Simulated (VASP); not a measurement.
Crystal: CeO2.

```
CELL_PARAMETERS angstrom
0.00000 2.71868 2.71868
2.71868 0.00000 2.71868
2.71868 2.71868 0.00000
ATOMIC_POSITIONS crystal
Ce 0.00000 0.00000 0.00000
O 0.25000 0.25000 0.25000
O 0.75000 0.75000 0.75000
```

Base run:

```yaml
Program: VASP 6.6.1
Functional: r2SCAN
Dispersion: D4
Potentials_or_basis: VASP PAW PBE potentials, release 64 (Ce, O)
Cutoff: 520 eV
k_mesh: 8 × 8 × 8
Occupations: gaussian, width 0.05 eV
Spin: no spin polarisation
```

Its results: band gap on the k mesh 2.16 eV (least direct gap 2.29 eV); pressure -1.4 GPa.

**Question.** The run is repeated on the same cell with these changes: dispersion from D4 to none; occupations from gaussian, width 0.05 eV to methfessel-paxton, width 0.05 eV. What comes out?

**Answer.** Band gap on the k mesh 2.16 eV (least direct gap 2.29 eV); pressure -0.2 GPa.

Caveats: the PAW data sets were made with another functional, which shifts forces and pressure a little; spin-orbit coupling is left out, which moves the levels of the heavy elements.

A k mesh can miss the band edges.
